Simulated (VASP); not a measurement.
Crystal: PbS.

```
Pb S
1.0
     2.08411    1.20326    3.40526
    -2.08411    1.20326    3.40526
     0.00000   -2.40652    3.40526
Pb S
1 1
Direct
  0.98057 0.98057 0.98057
  0.47504 0.47504 0.47504
```

Base run:

```yaml
Program: VASP 6.6.1
Functional: PBEsol
Potentials_or_basis: VASP PAW PBE potentials, release 64 (Pb_d, S)
Cutoff: 520 eV
k_mesh: 8 × 8 × 8
Occupations: fermi-dirac, width 0.05 eV
Spin: no spin polarisation
```

Its results: band gap on the k mesh 0.21 eV, direct; pressure 0.2 GPa; largest force 0.029 eV/Å.

Question: The run is repeated on the same cell with these changes: functional from PBEsol to LDA; potentials or basis from VASP PAW PBE potentials, release 64 (Pb_d, S) to VASP PAW LDA potentials, release 64 (Pb_d, S). What comes out?

Answer: Band gap on the k mesh 0.17 eV, direct; pressure -1.5 GPa; largest force 0.018 eV/Å.

Caveats: spin-orbit coupling is left out, which moves the levels of the heavy elements; the PAW data sets were made with another functional, which shifts forces and pressure a little (some runs).

A k mesh can miss the band edges.
